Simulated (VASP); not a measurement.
Write the native input for VASP 6.6.1 that does the following.

| Quantity | Value |
| --- | --- |
| Task | single point |
| Functional | PBEsol |
| Potentials or basis | VASP PAW PBE potentials, release 64 (Sb) |
| Cutoff | 520 eV |
| k mesh | 8 × 8 × 4 |
| Occupations | fermi-dirac, width 0.05 eV |
| Spin | no spin polarisation |
| Dipole correction | no |
| Further INCAR settings | ALGO = Normal; EDIFF = 1e-07; NBANDS = 12 |

The structure of Sb lies in POSCAR:

```
Sb
1.0
    3.3545324186     -0.0335453242      0.0000000000
   -1.7063173122      2.9218829544      0.0000000000
    0.0000000000      0.0000000000      5.4701606500
Sb
2
Direct
    0.6666666667      0.3333333333      0.7500000000
    0.3333333333      0.6666666667      0.2500000000
```

The input as run:

INCAR

```
SYSTEM = Sb
ALGO     = Normal         ! electronic algorithm
EDIFF    = 1E-7           ! SCF threshold, eV
ENCUT    = 520            ! plane-wave cutoff, eV
GGA      = PS             ! functional
ISIF     = 2              ! what is computed and relaxed
ISMEAR   = -1             ! smearing method
LASPH    = .True.         ! aspherical terms in the spheres
LCHARG   = .True.         ! write CHGCAR
LELF     = .True.         ! ELF
LREAL    = .False.        ! projectors in reciprocal space
LVHAR    = .True.       
LWAVE    = .False.        ! write WAVECAR
NBANDS   = 12             ! bands
NELM     = 100            ! most SCF steps
PREC     = Accurate       ! precision mode
SIGMA    = 0.05           ! smearing width, eV
```

KPOINTS

```
k-points
0
Gamma
  8 8 4
  0 0 0
```

Potentials or basis: VASP PAW PBE potentials, release 64 (Sb).

Run with:

```bash
$ cat potpaw_PBE.64/Sb/POTCAR > POTCAR
$ mpirun -np 1 vasp_std > vasp.out
```

Results of the run:

The pressure is -1.2 GPa. The largest force is 0.014 eV/Å. The band gap on the k mesh is zero (band 5 reaches 12.80 eV, above the bottom of band 6 at 5.87 eV).

Caveat: the PAW data sets were made with another functional, which shifts forces and pressure a little; spin-orbit coupling is left out, which moves the levels of the heavy elements.

Wall time 44 s on 1 thread of Intel(R) Xeon(R) Platinum 8488C (Sapphire Rapids), on a shared host, peak memory 0.19 GiB.
